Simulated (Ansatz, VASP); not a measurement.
# One calculation of CdH2O2, two programs

INCAR

```
PREC = Accurate ; ENCUT = 520
EDIFF = 1E-7 ; ISMEAR = 0
SIGMA = 0.01 ; LREAL = F
LASPH = T ; NELM = 100
ALGO = Normal ; ISIF = 2
LWAVE = F ; LCHARG = T
GGA = PS ; LELF = T
LVHAR = T ; NBANDS = 21
```

The input KPOINTS:

```
regular mesh
0
Gamma
  6 6 4
```

POSCAR

```
CdH2O2
1.0
    3.8140486195      0.0000000000      0.0000000000
   -1.9070243097      3.3030613409      0.0000000000
    0.0000000000      0.0000000000      4.4115811153
Cd H O
1 2 2
Direct
    0.3333333333      0.6666666667      0.9873000000
    0.0000000000      0.0000000000      0.0080800000
    0.6666666667      0.3333333333      0.4318900000
    0.0000000000      0.0000000000      0.7861900000
    0.6666666667      0.3333333333      0.2118900000
```

Input for Ansatz:

```yaml
crystal:
  lattice:
    - [3.8140486194664835, 0.0, 0.0]
    - [-1.9070243097332418, 3.3030613409486524, 0.0]
    - [0.0, 0.0, 4.4115811152638]
  atoms:
    - { symbol: Cd, position: [0.3333333333333333, 0.6666666666666666, 0.9873] }
    - { symbol: H, position: [0.0, 0.0, 0.00808] }
    - { symbol: H, position: [0.6666666666666666, 0.3333333333333333, 0.43189] }
    - { symbol: O, position: [0.0, 0.0, 0.78619] }
    - { symbol: O, position: [0.6666666666666666, 0.3333333333333333, 0.21189] }
basis:
  ecutwfc: 476.19925930478996
kpoints:
  mp_grid:
    grid: [6, 6, 4]
hamiltonian:
  xc: pbesol
scf:
  convergence:
    dr2_threshold: 1.0e-10
  occupations:
    method: fixed
output:
  stress: true
```

Alike in both runs: task single point; functional PBEsol; k mesh 6 × 6 × 4; no spin polarisation.

```csv
,VASP,Ansatz
version,VASP 6.6.1,Ansatz 0.2.0
potentials or method,"VASP PAW PBE potentials, release 64 (Cd, H, O), cutoff 520 eV","plane waves, PAW"
occupations,"gaussian, width 0.01 eV",fixed
valence electrons in the cell,26,34
```

|  | VASP | Ansatz | Ansatz less VASP |
| --- | --- | --- | --- |
| pressure (GPa) | -2.1 | -2.7 | -0.65 |
| traceless stress, the component that is largest in VASP (GPa) | 3.09 | 2.84 | -0.246 |

VASP's potentials were made for PBE, not for PBEsol. VASP's potentials hold 26 valence electrons a cell and Ansatz's 34, so a difference there can come from the potentials and not from the codes.
